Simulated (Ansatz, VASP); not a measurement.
**PbI2 in VASP and in Ansatz**

INCAR

```
SYSTEM = PbI2
ALGO     = Normal         ! electronic algorithm
EDIFF    = 1E-8           ! SCF threshold, eV
ENCUT    = 400            ! plane-wave cutoff, eV
GGA      = PS             ! functional
GGA_COMPAT= .FALSE.      
ISIF     = 2              ! what is computed and relaxed
ISMEAR   = -1             ! smearing method
LASPH    = .TRUE.         ! aspherical terms in the spheres
LCHARG   = .FALSE.        ! write CHGCAR
LEFG     = .TRUE.       
LREAL    = .FALSE.        ! projectors in reciprocal space
LWAVE    = .FALSE.        ! write WAVECAR
NBANDS   = 21             ! bands
NELM     = 120            ! most SCF steps
PREC     = Accurate       ! precision mode
SIGMA    = 0.02           ! smearing width, eV
```

File KPOINTS:

```
k-points
0
G
  6 6 4
  0 0 0
```

Contents of POSCAR:

```
PbI2
1.0
    4.6126901201      0.0000000000      0.0000000000
   -2.3063450601      3.9947068238      0.0000000000
    0.0000000000      0.0000000000      7.2570292713
Pb I
1 2
Direct
    0.0000000000      0.0000000000      0.0000000000
    0.6666666667      0.3333333333      0.7409464800
    0.3333333333      0.6666666667      0.2590535200
```

Input for Ansatz:

```yaml
crystal:
  lattice:
    - [4.6126901201, 0.0, 0.0]
    - [-2.3063450601, 3.9947068238, 0.0]
    - [0.0, 0.0, 7.2570292713]
  atoms:
    - { symbol: Pb, position: [0.0, 0.0, 0.0] }
    - { symbol: I, position: [0.6666666667, 0.3333333333, 0.74094648] }
    - { symbol: I, position: [0.3333333333, 0.6666666667, 0.25905352] }
kpoints:
  mp_grid: { grid: [6, 6, 4] }
  band_path:
    path:
      - [0.0, 0.0, 0.0]
      - [0.5, 0.0, 0.0]
      - [0.3333333333, 0.3333333333, 0.0]
      - [0.0, 0.0, 0.0]
      - [0.0, 0.0, 0.5]
      - [0.5, 0.0, 0.5]
      - [0.3333333333, 0.3333333333, 0.5]
      - [0.0, 0.0, 0.5]
      - [0.5, 0.0, 0.5]
    npoints: 8
scf:
  occupations: { method: fermi_dirac, width: 0.02 }
hamiltonian:
  xc: pbesol
  pseudopotentials: { kind: all_electron, datasets: crystal }
output:
  forces: true
  stress: true
  eigenvalues: true
  efg: { contact_densities: true }
```

Alike in both runs: task electric field gradients; functional PBEsol; k mesh 6 × 6 × 4; occupations fermi-dirac, width 0.02 eV; no spin polarisation.

|  | VASP | Ansatz |
| --- | --- | --- |
| version | VASP 6.6.1 | Ansatz 0.2.0 |
| potentials or method | VASP PAW PBE potentials, release 64 (Pb_d, I), cutoff 400 eV | all-electron PAW with datasets made for the crystal, scalar-relativistic |

```csv
,VASP,Ansatz,Ansatz less VASP
gap on the k mesh at the Fermi level (eV),2.24,2.24,0.000
pressure (GPa),-1.0,-1.0,+0.02
rms of the force components (eV/Å),0.083,0.084,+0.0006
size of Vzz on the site where it differs most (V/Å²),13.9,14.4,+0.54
```

VASP's potentials were made for PBE, not for PBEsol. Atom by atom the forces differ by 0.001 eV/Å (rms over components). Ansatz ran all-electron here, and VASP with PAW potentials.

Spin-orbit coupling is off throughout.
